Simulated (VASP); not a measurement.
Set up this calculation in VASP 6.6.1, as the native input.

- Task: single point
- Functional: PBEsol
- Potentials or basis: VASP PAW PBE potentials, release 64 (Mg_sv, O)
- Cutoff: 840 eV
- k mesh: 12 × 12 × 12
- Occupations: gaussian, width 0.05 eV
- Spin: no spin polarisation
- Dipole correction: no
- Further INCAR settings: ALGO = Normal; EDIFF = 1e-06; NBANDS = 18

The structure of MgO2 lies in POSCAR:

```
MgO2
1.0
    1.5600661177      0.9007045930      3.4573706250
   -1.5600661177      0.9007045930      3.4573706250
    0.0000000000     -1.8014091860      3.4573706250
Mg O
1 2
Direct
    0.0000000000      0.0000000000      0.0000000000
    0.4291433728      0.4291433728      0.4291433728
    0.5708566272      0.5708566272      0.5708566272
```

This cell differs from its parent crystal: strain -0.0150 x Voigt [1, 1, 0, 0, 0, 0].

These files were run (other wordings do the same):

INCAR

```
SYSTEM = MgO2
  PREC = Accurate
  ENCUT = 840
  EDIFF = 1E-6
  ISMEAR = 0
  SIGMA = 0.05
  LREAL = .False.
  LASPH = .True.
  NELM = 120
  ALGO = Normal
  ISIF = 2
  LWAVE = .False.
  LCHARG = .False.
  GGA = PS
  NBANDS = 18
  GGA_COMPAT = .False.
```

KPOINTS

```
Automatic mesh
0
Gamma
  12 12 12
  0 0 0
```

Potentials or basis: VASP PAW PBE potentials, release 64 (Mg_sv, O).

The run is started by

```console
$ cat potpaw_PBE.64/Mg_sv/POTCAR potpaw_PBE.64/O/POTCAR > POTCAR
$ mpirun -np 1 vasp_std > vasp.out
```

Results of the run:

| Item | Value |
| --- | --- |
| Pressure | 4.0 GPa |
| Largest force | 0.084 eV/Å |
| Band gap on the k mesh | 2.41 eV |

Caveat: the cell differs from its parent crystal (strain -0.0150 x Voigt [1, 1, 0, 0, 0, 0]); the cell stands under pressure; the PAW data sets were made with another functional, which shifts forces and pressure a little.

Run time: 3.6 min on 1 thread of Intel(R) Xeon(R) Platinum 8488C (Sapphire Rapids), with other jobs on the host, peak memory 0.35 GiB.
